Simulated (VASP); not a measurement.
**Ru: single point with PBEsol**

The system is Ru.

```xyz
2
Lattice="2.6897 0.0000 0.0000 -1.3448 2.3293 0.0000 0.0000 0.0000 4.2524" Properties=species:S:1:pos:R:3 pbc="T T T"
Ru    0.0000    1.5529    1.0631
Ru    1.3448    0.7764    3.1893
```

```json
{
  "Program": "VASP 6.6.1",
  "Task": "single point",
  "Functional": "PBEsol",
  "Potentials or basis": "VASP PAW PBE potentials, release 64 (Ru_pv)",
  "Cutoff": "520 eV",
  "k mesh": "21 × 21 × 12",
  "Occupations": "gaussian, width 0.15 eV",
  "Spin": "no spin polarisation"
}
```

- Pressure: 0.0 GPa
- Band gap on the k mesh: zero (band 14 reaches 14.68 eV, above the bottom of band 15 at 11.40 eV)

Stress tensor (GPa, compression positive):
```
 0.22  0.00  0.00
 0.00  0.22  0.00
 0.00  0.00 -0.56
```

Levels at points of the mesh, in eV from the Fermi level:
```csv
k point,band 10,band 11,band 12,band 13,band 14,band 15,band 16,band 17,band 18,band 19
"(0.00, 0.00, 0.00)",-2.70,-2.50,-1.99,-1.99,-1.45,-1.45,1.22,1.22,1.26,10.20
"(0.00, 0.00, 0.50)",-2.87,-2.87,-2.87,-2.81,-2.81,0.56,0.56,0.56,0.56,10.24
```

Run time: 84 s on 1 thread of Intel(R) Xeon(R) Platinum 8488C (Sapphire Rapids) (shared host), peak memory 0.25 GiB.

Caveat: the PAW data sets were made with another functional, which shifts forces and pressure a little.
